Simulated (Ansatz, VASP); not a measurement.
**One calculation of BiB, two programs**

INCAR

```
PREC = Accurate
ENCUT = 520
EDIFF = 1E-6
ISMEAR = -1
SIGMA = 0.05
LREAL = False
LASPH = True
NELM = 100
ALGO = Normal
ISIF = 2
LWAVE = False
LCHARG = False
GGA = PE
NBANDS = 16
```

The input KPOINTS:

```
Automatic mesh
0
Gamma
  13 13 13
```

POSCAR

```
BiB
1.0
    3.0950334423      0.0000000000      0.0000000000
    0.0000000000      3.0950334423      0.0000000000
    0.0000000000      0.0000000000      3.0950334423
B Bi
1 1
Direct
    0.0000000000      0.0000000000      0.0000000000
    0.5000000000      0.5000000000      0.5000000000
```

Input for Ansatz:

```yaml
crystal:
  lattice:
    - [3.0950334423, 0.0, 0.0]
    - [0.0, 3.0950334423, 0.0]
    - [0.0, 0.0, 3.0950334423]
  atoms:
    - { symbol: B, position: [0.0, 0.0, 0.0] }
    - { symbol: Bi, position: [0.5, 0.5, 0.5] }
kpoints:
  mp_grid: { grid: [13, 13, 13] }
  band_path:
    path:
      - [0.0, 0.0, 0.0]
      - [0.0, 0.5, 0.0]
      - [0.5, 0.5, 0.0]
      - [0.0, 0.0, 0.0]
      - [0.5, 0.5, 0.5]
      - [0.0, 0.5, 0.0]
      - [0.5, 0.5, 0.5]
      - [0.5, 0.5, 0.0]
    npoints: 8
scf:
  occupations: { method: fermi_dirac, width: 0.05 }
hamiltonian:
  xc: pbe
  pseudopotentials: { kind: all_electron, lapw: { basis_error: 0.001 } }
output:
  forces: true
  stress: true
  eigenvalues: true
  populations: true
  dos: { projected: true, de: 0.2, e_range: [-14, 8] }
```

Change from the starting cell: volume scaled by 0.78, LAPW.

Alike in both runs: task single point; functional PBE; k mesh 13 × 13 × 13; occupations fermi-dirac, width 0.05 eV; no spin polarisation.

```csv
,VASP,Ansatz
version,VASP 6.6.1,Ansatz 0.2.0
potentials or method,"VASP PAW PBE potentials, release 64 (B, Bi_d), cutoff 520 eV","all-electron LAPW, scalar-relativistic"
```

|  | VASP | Ansatz | Ansatz less VASP |
| --- | --- | --- | --- |
| pressure (GPa) | 30.5 | 30.6 | +0.10 |

Both programs put the cell under a high pressure, so it lies far from rest at this level. Ansatz ran all-electron here, and VASP with PAW potentials.

Neither program's run includes spin-orbit coupling.
